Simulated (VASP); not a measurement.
# MgB (Pm-3m) in VASP: notebook

The runs below take MgB through single point, relaxation of cell and atoms, with r2SCAN.

All numbers are computed with VASP 6.6.1; they aren't measurements. Logs are shortened: lines on timing, memory, paths and dates and some standing lists are left out, and cuts for length are marked.

### 1 The cell of the first run

It takes space group Pm-3m (No. 221, cubic). Conventional cell: a = 2.886 Å, b = 2.886 Å, c = 2.886 Å, α = 90.00°, β = 90.00°, γ = 90.00°. Within 3.3 Å of Mg (site symmetry m-3m) lie 8 B at 2.50 Å and 6 Mg at 2.89 Å. B (site symmetry m-3m) has 8 Mg at 2.50 Å and 6 B at 2.89 Å within 3.3 Å.

### 2 Single point, r2SCAN

Contents of POSCAR:

```
MgB
1.0
    2.8858442630      0.0000000000      0.0000000000
    0.0000000000      2.8858442630      0.0000000000
    0.0000000000      0.0000000000      2.8858442630
Mg B
1 1
Direct
    0.0000000000      0.0000000000      0.0000000000
    0.5000000000      0.5000000000      0.5000000000
```

Contents of INCAR.step1:

```
SYSTEM = MgB
PREC = Accurate ; ENCUT = 520
ISMEAR = -1 ; SIGMA = 0.05
LREAL = .False. ; LASPH = .True.
NELM = 80 ; NBANDS = 10
GGA = PE ; ALGO = Normal
EDIFF = 1E-4 ; LWAVE = .True.
LCHARG = .False.
```

Contents of INCAR.step2:

```
SYSTEM = MgB
PREC = Accurate ; ENCUT = 520
EDIFF = 1E-7 ; ISMEAR = -1
SIGMA = 0.05 ; LREAL = .False.
LASPH = .True. ; NELM = 80
ALGO = Normal ; ISIF = 2
LWAVE = .False. ; LCHARG = .True.
METAGGA = R2SCAN ; LMIXTAU = .True.
LELF = .True. ; LVHAR = .True.
NBANDS = 10 ; ISTART = 1
```

Contents of KPOINTS:

```
Automatic mesh
0
Gamma
  9 9 9
  0 0 0
```

Potentials or basis: VASP PAW PBE potentials, release 64 (Mg, B).

Launch:

```
cat potpaw_PBE.64/Mg/POTCAR potpaw_PBE.64/B/POTCAR > POTCAR
cp INCAR.step1 INCAR
mpirun -np 1 vasp_std > vasp.out
cp INCAR.step2 INCAR
mpirun -np 1 vasp_std > vasp.out
```

OUTCAR:

```text
SYSTEM = MgB
   PREC = Accurate
   ENCUT = 520
   EDIFF = 1E-7
   ISMEAR = -1
   LREAL = .False.
   LASPH = .True.
   NELM = 80
   ISIF = 2
   METAGGA = R2SCAN
   ISTART = 1

 ion  position               nearest neighbor table
   1  0.000  0.000  0.000-   2 2.50   2 2.50   2 2.50   2 2.50   2 2.50   2 2.50   2 2.50   2 2.50

   2  0.500  0.500  0.500-   1 2.50   1 2.50   1 2.50   1 2.50   1 2.50   1 2.50   1 2.50   1 2.50

  LATTYP: Found a simple cubic cell.
 ALAT       =     2.8858442630

  Lattice vectors:

 A1 = (   2.8858442630,   0.0000000000,   0.0000000000)
 A2 = (   0.0000000000,   2.8858442630,   0.0000000000)
 A3 = (   0.0000000000,   0.0000000000,   2.8858442630)

Analysis of symmetry for initial positions (statically):
=====================================================================
 Subroutine PRICEL returns:
 Original cell was already a primitive cell.

 Routine SETGRP: Setting up the symmetry group for a
 simple cubic supercell.

 Subroutine GETGRP returns: Found 48 space group operations
 (whereof 48 operations were pure point group operations)
 out of a pool of 48 trial point group operations.

The static configuration has the point symmetry O_h .

Analysis of symmetry for dynamics (positions and initial velocities):
=====================================================================
 Subroutine PRICEL returns:
 Original cell was already a primitive cell.

 Routine SETGRP: Setting up the symmetry group for a
 simple cubic supercell.

 Subroutine GETGRP returns: Found 48 space group operations
 (whereof 48 operations were pure point group operations)
 out of a pool of 48 trial point group operations.

The dynamic configuration has the point symmetry O_h .

 Subroutine INISYM returns: Found 48 space group operations
 (whereof 48 operations are pure point group operations),
 and found     1 'primitive' translations

----------------------------------------------------------------------------------------

                                     Primitive cell

  volume of cell :      24.0336

  direct lattice vectors                    reciprocal lattice vectors
     2.885844263  0.000000000  0.000000000     0.346519046  0.000000000  0.000000000
     0.000000000  2.885844263  0.000000000     0.000000000  0.346519046  0.000000000
     0.000000000  0.000000000  2.885844263     0.000000000  0.000000000  0.346519046

  length of vectors
     2.885844263  2.885844263  2.885844263     0.346519046  0.346519046  0.346519046

  position of ions in fractional coordinates (direct lattice)
     0.000000000  0.000000000  0.000000000
     0.500000000  0.500000000  0.500000000

  ion indices of the primitive-cell ions
   primitive index   ion index
                 1           1
                 2           2

----------------------------------------------------------------------------------------

 KPOINTS: Automatic mesh

Automatic generation of k-mesh.
 Grid dimensions read from file:
 generate k-points for:    9    9    9

 Generating k-lattice:

  Cartesian coordinates                     Fractional coordinates (reciprocal lattice)
     0.038502116  0.000000000  0.000000000     0.111111111  0.000000000  0.000000000
     0.000000000  0.038502116  0.000000000     0.000000000  0.111111111  0.000000000
     0.000000000  0.000000000  0.038502116     0.000000000  0.000000000  0.111111111

  Length of vectors
     0.038502116  0.038502116  0.038502116

  Shift w.r.t. Gamma in fractional coordinates (k-lattice)
     0.000000000  0.000000000  0.000000000

 Subroutine IBZKPT returns following result:
 ===========================================

 Found     35 irreducible k-points:

 Following reciprocal coordinates:
            Coordinates               Weight
  0.000000  0.000000  0.000000      1.000000
  0.111111  0.000000  0.000000      6.000000
  0.222222  0.000000  0.000000      6.000000
  0.333333  0.000000  0.000000      6.000000
  0.444444  0.000000  0.000000      6.000000
  0.111111  0.111111  0.000000     12.000000
[... 16 lines left out ...]
  0.333333  0.333333  0.111111     24.000000
  0.444444  0.333333  0.111111     48.000000
 [... further k-points ...]
   k-points           NKPTS =     35   k-points in BZ     NKDIM =     35   number of bands    NBANDS=     10
   number of dos      NEDOS =    301   number of ions     NIONS =      2
   total plane-waves  NPLWV =  13824
   dimension x,y,z NGX =    24 NGY =   24 NGZ =   24
   dimension x,y,z NGXF=    48 NGYF=   48 NGZF=   48
   ions per type =               1   1
   NGX,Y,Z   is equivalent  to a cutoff of  13.83, 13.83, 13.83 a.u.
   NGXF,Y,Z  is equivalent  to a cutoff of  27.65, 27.65, 27.65 a.u.
 SYSTEM =  MgB
   PREC   = accura    normal or accurate (medium, high low for compatibility)
   ISTART =      1    job   : 0-new  1-cont  2-samecut
   ICHARG =      0    charge: 1-file 2-atom 10-const
   ISPIN  =      1    spin polarized calculation?
   LNONCOLLINEAR =      F non collinear calculations
   LSORBIT =      F    spin-orbit coupling
   LASPH  =      T    aspherical Exc in radial PAW
   ENCUT  =  520.0 eV  38.22 Ry    6.18 a.u.   5.37  5.37  5.37*2*pi/ulx,y,z
   NELM   =     80;   NELMIN=  2; NELMDL=  0     # of ELM steps
   EDIFF  = 0.1E-06   stopping-criterion for ELM
   LREAL  =      F    real-space projection
   EDIFFG = 0.1E-05   stopping-criterion for IOM
   NSW    =      0    number of steps for IOM
   IBRION =     -1    ionic relax: 0-MD 1-quasi-New 2-CG
   NFREE  =      0    steps in history (QN), initial steepest desc. (CG)
   ISIF   =      2    stress and relaxation
   ISYM   =      2    0-nonsym 1-usesym 2-fastsym
   POTIM  = 0.5000    time-step for ionic-motion
   TEBEG  =    0.0;   TEEND  =   0.0 temperature during run
   PSTRESS=    0.0 pullay stress
   NELECT =       5.0000    total number of electrons
   NUPDOWN=      -1.0000    fix difference up-down
   EMIN   =  10.00;   EMAX   =-10.00  energy-range for DOS
   EFERMI =   0.00;   METHOD = LEGACY
   ISMEAR =    -1;   SIGMA  =   0.05  broadening in eV -4-tet -1-fermi 0-gaus
   EFERMI_NEDOS =   21; number of points for ismear=-14 and -15
   IALGO  =     38    algorithm
   IMIX   =      4    mixing-type and parameters
     AMIX     =   0.40;   BMIX     =  1.00
     AMIX_MAG =   1.60;   BMIX_MAG =  1.00
  volume/ion in A,a.u.               =      12.02        81.09
  Fermi-wavevector in a.u.,A,eV,Ry     =   0.970045  1.833120 12.802913  0.940988
  Thomas-Fermi vector in A             =   2.100148
   LORBIT       =      0    0 simple, 1 ext, 2 COOP (PROOUT), +10 PAW based schemes
   METAGGA = R2SCAN    functional components
   LHFCALC =     F    Hartree Fock is set to
   AEXX    =    0.0000 exact exchange contribution
   IVDW    =     0    specifies the selected vdW correction
   LEPSILON=     F    determine dielectric tensor
   LRPA    =     F    only Hartree local field effects (RPA)
 non-spin polarized calculation
  energy-cutoff  :      520.00
  volume of cell :       24.03
 maximum number of plane-waves:       662
 NGX is ok and might be reduce to    24
   NGX = 11   NGY = 11   NGZ = 11

 number of electron       5.0000000 magnetization

 Free energy of the ion-electron system (eV)
  ---------------------------------------------------
  ext. energy  EPLUGINS =         0.00000000
  ---------------------------------------------------
  free energy    TOTEN  =        -9.93832706 eV

  energy without entropy =       -9.93135942  energy(sigma->0) =       -9.93484324

 E-fermi :   4.8649     XC(G=0): -11.0340

 val. band max:        4.7912337377   @ k =   0.3333   0.2222   0.0000
 cond. band min:       4.8933867467   @ k =   0.3333   0.3333   0.3333
 fundamental gap:      0.1021530090
 Fermi energy:         4.8649446659

 k-point     1 :       0.0000    0.0000    0.0000
  band No.  band energies     occupation
      1      -6.8487      2.00000
      2       7.4647      0.00000
      3       7.4647      0.00000
      4       7.4647      0.00000
      5      12.1074      0.00000
      6      12.1074      0.00000
      7      14.6951      0.00000
      8      24.4902      0.00000
      9      24.4902      0.00000
     10      24.4902      0.00000

 k-point     2 :       0.1111    0.0000    0.0000
  band No.  band energies     occupation
      1      -6.6419      2.00000
      2       5.8984      0.00000
      3       7.5845      0.00000
      4       7.5845      0.00000
      5      12.3414      0.00000
      6      13.3843      0.00000
      7      15.2578      0.00000
      8      23.3567      0.00000
      9      23.3567      0.00000
     10      24.1604      0.00000

 k-point     3 :       0.2222    0.0000    0.0000
  band No.  band energies     occupation
      1      -6.0296      2.00000
      2       3.3381      2.00000
      3       7.9136      0.00000
      4       7.9136      0.00000
      5      13.0423      0.00000
      6      14.4990      0.00000
      7      17.1249      0.00000
      8      21.2335      0.00000
      9      21.2335      0.00000
     10      23.6712      0.00000

 k-point     4 :       0.3333    0.0000    0.0000
  band No.  band energies     occupation
      1      -5.0485      2.00000
      2       0.9221      2.00000
      3       8.3445      0.00000
      4       8.3445      0.00000
      5      14.2037      0.00000
      6      15.2963      0.00000
      7      18.0940      0.00000
      8      19.3791      0.00000
      9      19.3791      0.00000
     10      20.6404      0.00000
[... 222 lines left out ...]
 k-point    22 :       0.4444    0.2222    0.1111
  band No.  band energies     occupation
      1      -2.9575      2.00000
      2      -0.0317      2.00000
      3       5.5327      0.00000
      4       8.1816      0.00000
      5      11.4554      0.00000
      6      14.9115      0.00000
      7      17.2523      0.00000
      8      20.5960      0.00000
      9      21.8028      0.00000
     10      22.6526      0.00000

 k-point    23 :       0.3333    0.3333    0.1111
  band No.  band energies     occupation
      1      -3.1412      2.00000
      2       2.2268      2.00000
      3       2.9988      2.00000
      4       8.2830      0.00000
      5      10.5092      0.00000
      6      15.9338      0.00000
      7      16.6224      0.00000
      8      20.1582      0.00000
      9      22.6619      0.00000
     10      22.7058      0.00000

 k-point    24 :       0.4444    0.3333    0.1111
  band No.  band energies     occupation
      1      -2.0566      2.00000
      2       0.7793      2.00000
      3       3.3660      2.00000
      4       8.7496      0.00000
      5       9.0335      0.00000
      6      15.5070      0.00000
      7      16.7372      0.00000
      8      20.7171      0.00000
      9      22.2224      0.00000
     10      23.1638      0.00000

 [... further k-points ...]

------------------------ aborting loop because EDIFF is reached ----------------------------------------

  FORCE on cell =-STRESS in cart. coord.  units (eV):
  Direction    XX          YY          ZZ          XY          YZ          ZX
  --------------------------------------------------------------------------------------
  -------------------------------------------------------------------------------------
  Total       -0.0657456     -0.0657456     -0.0657456      0.0000000      0.0000000     -0.0000000
  in kB       -4.3828678     -4.3828678     -4.3828678      0.0000000      0.0000000     -0.0000000
  external PRESSURE =      -4.3828678 kB  Pullay stress =       0.0000000 kB

 VOLUME and BASIS-vectors are now :
 -----------------------------------------------------------------------------
  energy-cutoff  :      520.00
  volume of cell :       24.03
      direct lattice vectors                 reciprocal lattice vectors
     2.885844263  0.000000000  0.000000000     0.346519046  0.000000000  0.000000000
     0.000000000  2.885844263  0.000000000     0.000000000  0.346519046  0.000000000
     0.000000000  0.000000000  2.885844263     0.000000000  0.000000000  0.346519046

 POSITION                                       TOTAL-FORCE (eV/Angst)
 -----------------------------------------------------------------------------------
      0.00000      0.00000      0.00000         0.000000      0.000000      0.000000
      1.44292      1.44292      1.44292         0.000000      0.000000      0.000000
 -----------------------------------------------------------------------------------
    total drift:                                0.000000     -0.000000     -0.000000

  FREE ENERGIE OF THE ION-ELECTRON SYSTEM (eV)
  ---------------------------------------------------
  free  energy   TOTEN  =        -9.9383270618 eV

  energy  without entropy=       -9.9313594199  energy(sigma->0) =       -9.93484324
```

Run time: 45 s. Hardware: 1 thread of Intel Xeon 8259CL, shared host; peak memory 0.15 GiB.

What came out:

```yaml
Free_energy: -9.9383 eV
Pressure: -0.4 GPa
Band_gap_on_the_k_mesh: zero (an odd number of electrons rules out a gap without spin polarisation)
```

Caveat: the PAW data sets were made with another functional, which shifts forces and pressure a little.

### 3 Single point, r2SCAN

This run uses another cell than the first one, of 11.75 Å³/atom.

Contents of POSCAR:

```
MgB
1.0
    2.8641344743      0.0000000000      0.0000000000
    0.0000000000      2.8641344743      0.0000000000
    0.0000000000      0.0000000000      2.8641344743
Mg B
1 1
Direct
    0.0000000000      0.0000000000      0.0000000000
    0.5000000000      0.5000000000      0.5000000000
```

Contents of INCAR.step1:

```
PREC = Accurate
ENCUT = 520
ISMEAR = -1
SIGMA = 0.05
LREAL = False
LASPH = True
NELM = 100
NBANDS = 10
GGA = PE
ALGO = Normal
EDIFF = 1E-4
LWAVE = True
LCHARG = False
```

Contents of INCAR.step2:

```
PREC = Accurate
ENCUT = 520
EDIFF = 1E-6
ISMEAR = -1
SIGMA = 0.05
LREAL = False
LASPH = True
NELM = 100
ALGO = Normal
ISIF = 2
LWAVE = False
LCHARG = False
METAGGA = R2SCAN
LMIXTAU = True
NBANDS = 10
ISTART = 1
```

Contents of KPOINTS:

```
regular mesh
0
Gamma
  9 9 9
```

Potentials or basis: VASP PAW PBE potentials, release 64 (Mg, B).

Launch:

```
cat potpaw_PBE.64/Mg/POTCAR potpaw_PBE.64/B/POTCAR > POTCAR
cp INCAR.step1 INCAR
mpirun -np 1 vasp_std > vasp.out
cp INCAR.step2 INCAR
mpirun -np 1 vasp_std > vasp.out
```

It took 48 s on 1 thread of Intel Xeon 8259CL, shared host; peak memory 0.15 GiB.

The run converged. Its results:

```yaml
Free_energy: -9.9363 eV
Pressure: 1.6 GPa
Band_gap_on_the_k_mesh: zero (an odd number of electrons rules out a gap without spin polarisation)
```

Levels at points of the mesh, in eV from the Fermi level:
```
           k point  band 1  band 2  band 3  band 4  band 5  band 6
(0.00, 0.00, 0.00)  -11.87    2.64    2.64    2.64    7.27    7.27
```

Caveat: the PAW data sets were made with another functional, which shifts forces and pressure a little.

(Part 1 of 2 ends here.)
